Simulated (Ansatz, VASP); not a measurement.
**Two plane-wave programs on AlN**

```
Al N
1.0
     3.30144    0.00000    0.00000
    -1.65072    2.85913    0.00000
     0.00000    0.00000    4.14000
Al N
2 2
Direct
  0.33333 0.66667 0.75000
  0.66667 0.33333 0.25000
  0.33333 0.66667 0.25000
  0.66667 0.33333 0.75000
```

Alike in both runs: task single point; functional PBEsol; k mesh 9 × 9 × 6; occupations gaussian, width 0.05 eV; no spin polarisation.

```csv
,VASP,Ansatz
version,VASP 6.6.1,Ansatz 0.2.0
potentials or method,"VASP PAW PBE potentials, release 64 (Al, N), cutoff 520 eV","scalar-relativistic, plane waves, PAW"
valence electrons in the cell,16,16
```

```csv
,VASP,Ansatz,Ansatz less VASP
gap on the k mesh at the Fermi level (eV),3.34,3.33,-0.013
least direct gap on the mesh (eV),3.34,3.33,-0.013
pressure (GPa),0.0,0.0,0.00
```

VASP's potentials were made for PBE, not for PBEsol, and Ansatz warns of the same on its side.
